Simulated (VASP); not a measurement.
TiO2:

```
Ti O
1.0
     4.59220    0.00000    0.00000
     0.00000    4.59220    0.00000
     0.00000    0.00000    2.95740
Ti O
2 4
Cartesian
  0.0000 0.0000 0.0000
  2.2961 2.2961 1.4787
  1.4004 1.4004 0.0000
  0.8957 3.6965 1.4787
  3.1918 3.1918 0.0000
  3.6965 0.8957 1.4787
```

```yaml
Program: VASP 6.6.1
Task: relaxation of cell and atoms
Functional: LDA
Potentials_or_basis: VASP PAW LDA potentials, release 64 (Ti_sv, O)
Cutoff: 600 eV
k_mesh: 6 × 6 × 10
Occupations: fermi-dirac, width 0.08 eV
Spin: no spin polarisation
```

At the start: pressure -7.1 GPa; volume 10.39 Å³/atom.

How do energy, volume and symmetry change on relaxing?

Over 10 steps the energy falls by 7.1 meV/atom and the volume is 10.09 Å³/atom (-2.9 %); space group P4_2/mnm (No. 136, to 0.05 Å).

The path:
| step | energy change (eV) | largest force (eV/Å) | pressure (GPa) | volume (Å³) |
| --- | --- | --- | --- | --- |
| 1 | 0.0000 | 0.0015 | -7.06 | 62.37 |
| 2 | 0.0417 | 0.3951 | 11.32 | 58.32 |
| 3 | -0.0402 | 0.1495 | -0.08 | 60.66 |
| 4 | -0.0402 | 0.1527 | 0.01 | 60.62 |
| 5 | -0.0424 | 0.0155 | 0.03 | 60.53 |
| 6 | -0.0424 | 0.0011 | 0.07 | 60.52 |
| 7 | -0.0424 | 0.0022 | 0.09 | 60.52 |
| 8 | -0.0424 | 0.0021 | -0.09 | 60.57 |
| 9 | -0.0424 | 0.0002 | -0.04 | 60.54 |
| 10 | -0.0424 | 0.0009 | 0.03 | 60.54 |

Final structure:
```cif
data_structure
_symmetry_space_group_name_H-M 'P 1'
_symmetry_Int_Tables_number 1
_cell_length_a 4.5519
_cell_length_b 4.5519
_cell_length_c 2.9217
_cell_angle_alpha 90.000
_cell_angle_beta 90.000
_cell_angle_gamma 90.000
_cell_volume 60.54
loop_
_atom_site_label
_atom_site_type_symbol
_atom_site_fract_x
_atom_site_fract_y
_atom_site_fract_z
_atom_site_occupancy
Ti1 Ti 0.00000 0.00000 0.00000 1
Ti2 Ti 0.50000 0.50000 0.50000 1
O1 O 0.30385 0.30385 0.00000 1
O2 O 0.19615 0.80385 0.50000 1
O3 O 0.69615 0.69615 0.00000 1
O4 O 0.80385 0.19615 0.50000 1
```
